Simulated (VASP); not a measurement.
Here is a VASP 6.6.1 calculation.

File INCAR:

```
SYSTEM = P
PREC     = Accurate       ! precision mode
ENCUT    = 520            ! plane-wave cutoff, eV
EDIFF    = 1E-7           ! SCF threshold, eV
ISMEAR   = 0              ! smearing method
SIGMA    = 0.15           ! smearing width, eV
LREAL    = .FALSE.        ! projectors in reciprocal space
LASPH    = .TRUE.         ! aspherical terms in the spheres
NELM     = 80             ! most SCF steps
ALGO     = Normal         ! electronic algorithm
ISIF     = 2              ! what is computed and relaxed
LWAVE    = .FALSE.        ! write WAVECAR
LCHARG   = .FALSE.        ! write CHGCAR
GGA      = PS             ! functional
IVDW     = 12             ! dispersion correction
NBANDS   = 8              ! bands
```

The input KPOINTS:

```
Automatic mesh
0
G
  28 28 28
  0 0 0
```

POSCAR

```
P
1.0
    2.5235521839      0.0000000000      0.0000000000
    0.0000000000      2.5235521839      0.0000000000
    0.0000000000      0.0000000000      2.1451697381
P
1
Direct
    0.0000000000      0.0000000000      0.0000000000
```

Potentials or basis: VASP PAW PBE potentials, release 64 (P).

Launch:

```bash
$ cat potpaw_PBE.64/P/POTCAR > POTCAR
$ mpirun -np 1 vasp_std > vasp.out
```

Task: What does it give for the dispersion energy per atom?

Result: -0.415 eV.

Task: Estimate the pressure.

Result: 7.9 GPa.

Stress tensor (GPa, compression positive):
```
-11.60   0.00   0.00
  0.00 -11.60   0.00
  0.00   0.00  46.76
```

Caveat: the PAW data sets were made with another functional, which shifts forces and pressure a little; pairwise dispersion overbinds metals, which lowers pressure and volume.
